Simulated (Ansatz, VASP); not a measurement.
## MgO: VASP beside Ansatz

```
Mg O
1.0
     4.16071    0.00000    0.00000
     0.00000   -4.16071    0.00000
     0.00000    0.00000   -4.16071
Mg O
4 4
Direct
  0.92930 0.07070 0.07499
  0.50000 0.50000 0.00000
  0.50000 0.00000 0.50000
  0.00000 0.50000 0.50000
  0.50000 0.00000 0.00000
  0.00000 0.50000 0.00000
  0.00000 0.00000 0.50000
  0.50000 0.50000 0.50000
```

Alike in both runs: task single point; functional LDA; k mesh 6 × 6 × 6; occupations gaussian, width 0.05 eV; no spin polarisation.

```csv
,VASP,Ansatz
version,VASP 6.6.1,Ansatz 0.2.0
potentials or method,"VASP PAW LDA potentials, release 64 (Mg_sv, O), cutoff 840 eV","scalar-relativistic, plane waves, PAW"
valence electrons in the cell,64,64
```

|  | VASP | Ansatz | Ansatz less VASP |
| --- | --- | --- | --- |
| gap on the k mesh at the Fermi level (eV) | 4.94 | 4.93 | -0.008 |
| least direct gap on the mesh (eV) | 4.94 | 4.93 | -0.008 |
| pressure (GPa) | 8.7 | 8.0 | -0.64 |
| traceless stress, the component that is largest in VASP (GPa) | -1.15 | -1.04 | +0.105 |
| rms of the force components (eV/Å) | 1.357 | 1.324 | -0.0329 |

Ansatz warns that its potentials were made for another functional, while VASP's fit it. LDA's correlation is that of Perdew and Zunger in VASP and of Perdew and Wang (1992) in Ansatz. Atom by atom the forces differ by 0.038 eV/Å (rms over components).
